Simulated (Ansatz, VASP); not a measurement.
## MnO: VASP beside Ansatz

The input INCAR:

```
PREC = Accurate
ENCUT = 600
EDIFF = 1E-6
ISMEAR = -1
SIGMA = 0.05
LREAL = False
LASPH = True
NELM = 150
ALGO = Normal
ISIF = 3
LWAVE = False
LCHARG = False
ISPIN = 2
MAGMOM = 4 0
LORBIT = 11
LMAXMIX = 4
GGA = PS
IBRION = 2
NSW = 80
EDIFFG = -0.01
```

KPOINTS

```
regular mesh
0
Gamma
  10 10 10
```

Contents of POSCAR:

```
MnO
1.0
    0.0000000000      2.2239077028      2.2239077028
    2.2239077028      0.0000000000      2.2239077028
    2.2239077028      2.2239077028      0.0000000000
Mn O
1 1
Direct
    0.0000000000      0.0000000000      0.0000000000
    0.5000000000      0.5000000000      0.5000000000
```

File input.yaml:

```yaml
crystal:
  lattice:
    - [0.0, 2.2239077028, 2.2239077028]
    - [2.2239077028, 0.0, 2.2239077028]
    - [2.2239077028, 2.2239077028, 0.0]
  atoms:
    - { symbol: Mn, position: [0.0, 0.0, 0.0], spin: 4.0 }
    - { symbol: O, position: [0.5, 0.5, 0.5] }
kpoints:
  mp_grid: { grid: [10, 10, 10] }
scf:
  occupations: { method: fermi_dirac, width: 0.05 }
hamiltonian:
  xc: pbesol
  pseudopotentials: { kind: all_electron, lapw: { basis_error: 0.001 } }
magnetization:
  spin_polarized: true
output:
  forces: true
  stress: true
relax:
  f_tol: 0.01
  max_steps: 60
  cell: {}
```

Alike in both runs: task relaxation of cell and atoms; functional PBEsol; k mesh 10 × 10 × 10; occupations fermi-dirac, width 0.05 eV; collinear spin.

|  | VASP | Ansatz |
| --- | --- | --- |
| version | VASP 6.6.1 | Ansatz 0.2.0 |
| potentials or method | VASP PAW PBE potentials, release 64 (Mn_pv, O), cutoff 600 eV | all-electron LAPW, scalar-relativistic |

Ansatz gave:

- net moment per atom (μB): 2.22
- size of the moment on the site where the two differ most (μB): 4.00
- relaxed volume (Å³/atom): 10.13
- relaxed length of the cell vector where the two differ most in proportion (Å): 3.060

Problem. Which values does VASP return?

Solution. net moment per atom (μB): 2.23; size of the moment on the site where the two differ most (μB): 4.08; relaxed volume (Å³/atom): 10.15; relaxed length of the cell vector where the two differ most in proportion (Å): 3.062.

VASP's potentials were made for PBE, not for PBEsol. Site moments also hang on the region over which each program counts them. Ansatz ran all-electron here, and VASP with PAW potentials.
